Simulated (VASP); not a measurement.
# GaN (Fm-3m) in VASP: notebook

GaN is run at these levels: LDA; tasks: single point.

Program: VASP 6.6.1. These are calculated values, not measurements. Logs are shortened: lines on timing, memory, paths and dates and some standing lists are left out, and cuts for length are marked.

## (1) The cell of the first run

The structure is cubic, space group Fm-3m (No. 225). The conventional cell has a = 4.130 Å, b = 4.130 Å, c = 4.130 Å, α = 90.00°, β = 90.00°, γ = 90.00°. Within 2.7 Å of Ga (site symmetry m-3m) lie 6 N at 2.06 Å. Within 2.7 Å of N (site symmetry m-3m) lie 6 Ga at 2.06 Å.

## (2) Single point, LDA

File INCAR:

```
ALGO = Normal ; EDIFF = 1E-6
ENCUT = 600 ; GGA = CA
GGA_COMPAT = False ; ISIF = 2
ISMEAR = 0 ; LASPH = True
LCHARG = True ; LELF = True
LREAL = False ; LVHAR = True
LWAVE = False ; NBANDS = 16
NELM = 120 ; PREC = Accurate
SIGMA = 0.01
```

File KPOINTS:

```
k-points
0
Gamma
  8 8 8
```

File POSCAR:

```
GaN
1.0
    0.0000000000      2.0648671769      2.0648671769
    2.0648671769      0.0000000000      2.0648671769
    2.0648671769      2.0648671769      0.0000000000
Ga N
1 1
Direct
    0.0000000000      0.0000000000      0.0000000000
    0.5000000000      0.5000000000      0.5000000000
```

Potentials or basis: VASP PAW LDA potentials, release 64 (Ga_d, N).

Launch:

```
$ cat potpaw_LDA.64/Ga_d/POTCAR potpaw_LDA.64/N/POTCAR > POTCAR
$ mpirun -np 1 vasp_std > vasp.out
```

OUTCAR:

```text
EDIFF = 1E-6
   ENCUT = 600
   GGA = CA
   ISIF = 2
   ISMEAR = 0
   LASPH = True
   LREAL = False
   NELM = 120
   PREC = Accurate

 ion  position               nearest neighbor table
   1  0.000  0.000  0.000-   2 2.06   2 2.06   2 2.06   2 2.06   2 2.06   2 2.06
   2  0.500  0.500  0.500-   1 2.06   1 2.06   1 2.06   1 2.06   1 2.06   1 2.06

  LATTYP: Found a face centered cubic cell.
 ALAT       =     4.1297343538

  Lattice vectors:

 A1 = (   0.0000000000,   2.0648671769,   2.0648671769)
 A2 = (   2.0648671769,   0.0000000000,   2.0648671769)
 A3 = (   2.0648671769,   2.0648671769,   0.0000000000)

Analysis of symmetry for initial positions (statically):
=====================================================================
 Subroutine PRICEL returns:
 Original cell was already a primitive cell.

 Routine SETGRP: Setting up the symmetry group for a
 face centered cubic supercell.

 Subroutine GETGRP returns: Found 48 space group operations
 (whereof 48 operations were pure point group operations)
 out of a pool of 48 trial point group operations.

The static configuration has the point symmetry O_h .

Analysis of symmetry for dynamics (positions and initial velocities):
=====================================================================
 Subroutine PRICEL returns:
 Original cell was already a primitive cell.

 Routine SETGRP: Setting up the symmetry group for a
 face centered cubic supercell.

 Subroutine GETGRP returns: Found 48 space group operations
 (whereof 48 operations were pure point group operations)
 out of a pool of 48 trial point group operations.

The dynamic configuration has the point symmetry O_h .

 Subroutine INISYM returns: Found 48 space group operations
 (whereof 48 operations are pure point group operations),
 and found     1 'primitive' translations

----------------------------------------------------------------------------------------

                                     Primitive cell

  volume of cell :      17.6079

  direct lattice vectors                    reciprocal lattice vectors
     0.000000000  2.064867177  2.064867177    -0.242146326  0.242146326  0.242146326
     2.064867177  0.000000000  2.064867177     0.242146326 -0.242146326  0.242146326
     2.064867177  2.064867177  0.000000000     0.242146326  0.242146326 -0.242146326

  length of vectors
     2.920163166  2.920163166  2.920163166     0.419409739  0.419409739  0.419409739

  position of ions in fractional coordinates (direct lattice)
     0.000000000  0.000000000  0.000000000
     0.500000000  0.500000000  0.500000000

  ion indices of the primitive-cell ions
   primitive index   ion index
                 1           1
                 2           2

----------------------------------------------------------------------------------------

 KPOINTS: k-points

Automatic generation of k-mesh.
 Grid dimensions read from file:
 generate k-points for:    8    8    8

 Generating k-lattice:

  Cartesian coordinates                     Fractional coordinates (reciprocal lattice)
    -0.030268291  0.030268291  0.030268291     0.125000000  0.000000000  0.000000000
     0.030268291 -0.030268291  0.030268291     0.000000000  0.125000000  0.000000000
     0.030268291  0.030268291 -0.030268291     0.000000000  0.000000000  0.125000000

  Length of vectors
     0.052426217  0.052426217  0.052426217

  Shift w.r.t. Gamma in fractional coordinates (k-lattice)
     0.000000000  0.000000000  0.000000000

 Subroutine IBZKPT returns following result:
 ===========================================

 Found     29 irreducible k-points:

 Following reciprocal coordinates:
            Coordinates               Weight
  0.000000  0.000000  0.000000      1.000000
  0.125000  0.000000  0.000000      8.000000
  0.250000  0.000000  0.000000      8.000000
  0.375000  0.000000  0.000000      8.000000
  0.500000  0.000000  0.000000      4.000000
  0.125000  0.125000  0.000000      6.000000
[... 16 lines left out ...]
  0.500000  0.250000  0.125000     48.000000
 -0.375000  0.250000  0.125000     24.000000
 [... further k-points ...]
   k-points           NKPTS =     29   k-points in BZ     NKDIM =     29   number of bands    NBANDS=     16
   number of dos      NEDOS =    301   number of ions     NIONS =      2
   total plane-waves  NPLWV =  13824
   dimension x,y,z NGX =    24 NGY =   24 NGZ =   24
   dimension x,y,z NGXF=    48 NGYF=   48 NGZF=   48
   ions per type =               1   1
   NGX,Y,Z   is equivalent  to a cutoff of  13.66, 13.66, 13.66 a.u.
   NGXF,Y,Z  is equivalent  to a cutoff of  27.33, 27.33, 27.33 a.u.
 SYSTEM =  unknown system
   PREC   = accura    normal or accurate (medium, high low for compatibility)
   ISTART =      0    job   : 0-new  1-cont  2-samecut
   ICHARG =      2    charge: 1-file 2-atom 10-const
   ISPIN  =      1    spin polarized calculation?
   LNONCOLLINEAR =      F non collinear calculations
   LSORBIT =      F    spin-orbit coupling
   LASPH  =      T    aspherical Exc in radial PAW
   ENCUT  =  600.0 eV  44.10 Ry    6.64 a.u.   5.83  5.83  5.83*2*pi/ulx,y,z
   NELM   =    120;   NELMIN=  2; NELMDL= -5     # of ELM steps
   EDIFF  = 0.1E-05   stopping-criterion for ELM
   LREAL  =      F    real-space projection
   EDIFFG = 0.1E-04   stopping-criterion for IOM
   NSW    =      0    number of steps for IOM
   IBRION =     -1    ionic relax: 0-MD 1-quasi-New 2-CG
   NFREE  =      0    steps in history (QN), initial steepest desc. (CG)
   ISIF   =      2    stress and relaxation
   ISYM   =      2    0-nonsym 1-usesym 2-fastsym
   POTIM  = 0.5000    time-step for ionic-motion
   TEBEG  =    0.0;   TEEND  =   0.0 temperature during run
   PSTRESS=    0.0 pullay stress
   NELECT =      18.0000    total number of electrons
   NUPDOWN=      -1.0000    fix difference up-down
   EMIN   =  10.00;   EMAX   =-10.00  energy-range for DOS
   EFERMI =   0.00;   METHOD = LEGACY
   ISMEAR =     0;   SIGMA  =   0.01  broadening in eV -4-tet -1-fermi 0-gaus
   EFERMI_NEDOS =   21; number of points for ismear=-14 and -15
   IALGO  =     38    algorithm
   IMIX   =      4    mixing-type and parameters
     AMIX     =   0.40;   BMIX     =  1.00
     AMIX_MAG =   1.60;   BMIX_MAG =  1.00
  volume/ion in A,a.u.               =       8.80        59.41
  Fermi-wavevector in a.u.,A,eV,Ry     =   1.649163  3.116466 37.004284  2.719738
  Thomas-Fermi vector in A             =   2.738329
   LORBIT       =      0    0 simple, 1 ext, 2 COOP (PROOUT), +10 PAW based schemes
   GGA     = CA    functional components
   LHFCALC =     F    Hartree Fock is set to
   AEXX    =    0.0000 exact exchange contribution
   IVDW    =     0    specifies the selected vdW correction
   LEPSILON=     F    determine dielectric tensor
   LRPA    =     F    only Hartree local field effects (RPA)
 non-spin polarized calculation
 Gauss-broadening in eV      SIGMA  =   0.01
  energy-cutoff  :      600.00
  volume of cell :       17.61
 maximum number of plane-waves:       609
   NGX = 11   NGY = 11   NGZ = 11

 number of electron      17.9999992 magnetization

 Free energy of the ion-electron system (eV)
  ---------------------------------------------------
  ext. energy  EPLUGINS =         0.00000000
  ---------------------------------------------------
  free energy    TOTEN  =       -13.05421492 eV

  energy without entropy =      -13.05421492  energy(sigma->0) =      -13.05421492

 E-fermi :   8.6394     XC(G=0): -13.8829

 val. band max:        8.5765539047   @ k =  -0.2500   0.1250   0.0000
 cond. band min:       9.4576709472   @ k =   0.5000   0.5000   0.0000
 fundamental gap:      0.8811170425
 Fermi energy:         8.6394216382

 k-point     1 :       0.0000    0.0000    0.0000
  band No.  band energies     occupation
      1      -9.3376      2.00000
      2      -5.5008      2.00000
      3      -5.5008      2.00000
      4      -5.5008      2.00000
      5      -5.3835      2.00000
      6      -5.3835      2.00000
[... 8 lines left out ...]
     15      25.1333      0.00000
     16      25.1333      0.00000

 k-point     2 :       0.1250    0.0000    0.0000
  band No.  band energies     occupation
      1      -9.0077      2.00000
      2      -5.5174      2.00000
      3      -5.4885      2.00000
      4      -5.4885      2.00000
      5      -5.4030      2.00000
      6      -5.4030      2.00000
[... 8 lines left out ...]
     15      25.2433      0.00000
     16      25.2433      0.00000

 k-point     3 :       0.2500    0.0000    0.0000
  band No.  band energies     occupation
      1      -8.0693      2.00000
      2      -5.5605      2.00000
      3      -5.5605      2.00000
      4      -5.5583      2.00000
      5      -5.3465      2.00000
      6      -5.3465      2.00000
[... 8 lines left out ...]
     15      26.9772      0.00000
     16      26.9772      0.00000

 k-point     4 :       0.3750    0.0000    0.0000
  band No.  band energies     occupation
      1      -6.7533      2.00000
      2      -5.6599      2.00000
      3      -5.6599      2.00000
      4      -5.6117      2.00000
      5      -5.2594      2.00000
      6      -5.2594      2.00000
[... 8 lines left out ...]
     15      29.8229      0.00000
     16      29.8229      0.00000
[... 324 lines left out ...]
 k-point    22 :       0.3750    0.2500    0.1250
  band No.  band energies     occupation
      1      -7.5561      2.00000
      2      -5.5900      2.00000
      3      -5.5468      2.00000
      4      -5.4563      2.00000
      5      -5.3487      2.00000
      6      -5.0966      2.00000
[... 8 lines left out ...]
     15      30.5511      0.00000
     16      30.9884      0.00000

 k-point    23 :       0.5000    0.2500    0.1250
  band No.  band energies     occupation
      1      -6.9492      2.00000
      2      -5.6295      2.00000
      3      -5.5454      2.00000
      4      -5.4687      2.00000
      5      -5.2569      2.00000
      6      -4.4555      2.00000
[... 8 lines left out ...]
     15      30.6115      0.00000
     16      32.1214      0.00000

 k-point    24 :      -0.3750    0.2500    0.1250
  band No.  band energies     occupation
      1      -6.7581      2.00000
      2      -5.6662      2.00000
      3      -5.5512      2.00000
      4      -5.4531      2.00000
      5      -5.2180      2.00000
      6      -3.8332      2.00000
[... 8 lines left out ...]
     15      28.2515      0.00000
     16      32.9993      0.00000

 [... further k-points ...]

------------------------ aborting loop because EDIFF is reached ----------------------------------------

  FORCE on cell =-STRESS in cart. coord.  units (eV):
  Direction    XX          YY          ZZ          XY          YZ          ZX
  --------------------------------------------------------------------------------------
  -------------------------------------------------------------------------------------
  Total        1.2646100      1.2646100      1.2646100      0.0000000      0.0000000     -0.0000000
  in kB      115.0696598    115.0696598    115.0696598      0.0000000      0.0000000     -0.0000000
  external PRESSURE =     115.0696598 kB  Pullay stress =       0.0000000 kB

 VOLUME and BASIS-vectors are now :
 -----------------------------------------------------------------------------
  energy-cutoff  :      600.00
  volume of cell :       17.61
      direct lattice vectors                 reciprocal lattice vectors
     0.000000000  2.064867177  2.064867177    -0.242146326  0.242146326  0.242146326
     2.064867177  0.000000000  2.064867177     0.242146326 -0.242146326  0.242146326
     2.064867177  2.064867177  0.000000000     0.242146326  0.242146326 -0.242146326

 POSITION                                       TOTAL-FORCE (eV/Angst)
 -----------------------------------------------------------------------------------
      0.00000      0.00000      0.00000         0.000000     -0.000000      0.000000
      2.06487      2.06487      2.06487        -0.000000      0.000000     -0.000000
 -----------------------------------------------------------------------------------
    total drift:                                0.000000     -0.000000     -0.000000

  FREE ENERGIE OF THE ION-ELECTRON SYSTEM (eV)
  ---------------------------------------------------
  free  energy   TOTEN  =       -13.0542149162 eV

  energy  without entropy=      -13.0542149162  energy(sigma->0) =      -13.05421492
```

It took 5.5 s on 1 thread of Intel Xeon Platinum 8488C (Sapphire Rapids), shared host; peak memory 0.13 GiB.

What came out:

| Item | Value |
| --- | --- |
| Free energy | -13.0542 eV |
| Pressure | 11.5 GPa |
| Band gap on the k mesh | 0.88 eV (least direct gap 3.75 eV) |

Caveat: the cell stands under pressure.

## (3) Single point, LDA

This run uses another cell than the first one, of 8.53 Å³/atom.

File INCAR:

```
SYSTEM = GaN
PREC = Accurate
ENCUT = 600
EDIFF = 1E-6
ISMEAR = 0
SIGMA = 0.01
LREAL = .FALSE.
LASPH = .TRUE.
NELM = 120
ALGO = Normal
ISIF = 2
LWAVE = .FALSE.
LCHARG = .TRUE.
LELF = .TRUE.
LVHAR = .TRUE.
NBANDS = 16
GGA_COMPAT = .FALSE.
```

File KPOINTS:

```
regular mesh
0
G
  8 8 8
  0 0 0
```

File POSCAR:

```
GaN
1.0
    0.0000000000      2.0431674149      2.0431674149
    2.0431674149      0.0000000000      2.0431674149
    2.0431674149      2.0431674149      0.0000000000
Ga N
1 1
Direct
    0.0000000000      0.0000000000      0.0000000000
    0.5000000000      0.5000000000      0.5000000000
```

Potentials or basis: VASP PAW LDA potentials, release 64 (Ga_d, N).

Launch:

```
$ cat potpaw_LDA.64/Ga_d/POTCAR potpaw_LDA.64/N/POTCAR > POTCAR
$ mpirun -np 1 vasp_std > vasp.out
```

Run time: 5.2 s. Hardware: 1 thread of Intel Xeon Platinum 8488C (Sapphire Rapids), shared host; peak memory 0.13 GiB.

Results (log left out):

```
Free energy            : -12.9966 eV
Pressure               : 21.7 GPa
Band gap on the k mesh : 1.10 eV (least direct gap 4.19 eV)
```

Levels at points of the mesh, in eV from the valence-band top:
| k point | band 5 | band 6 | band 7 | band 8 | band 9 | band 10 | band 11 | band 12 | band 13 | band 14 |
| --- | --- | --- | --- | --- | --- | --- | --- | --- | --- | --- |
| (0.00, 0.00, 0.00) | -13.96 | -13.96 | -0.64 | -0.64 | -0.64 | 3.55 | 15.27 | 15.27 | 15.27 | 16.33 |
| (0.50, 0.00, 0.00) | -13.78 | -13.78 | -8.86 | -0.14 | -0.14 | 5.12 | 9.50 | 9.50 | 10.63 | 17.24 |
| (0.50, 0.50, 0.00) | -13.71 | -10.62 | -7.99 | -3.46 | -3.46 | 1.10 | 7.89 | 12.82 | 15.63 | 15.63 |

Caveat: the cell stands under pressure. A k mesh can miss the band edges.

[end of part 1 of 2]
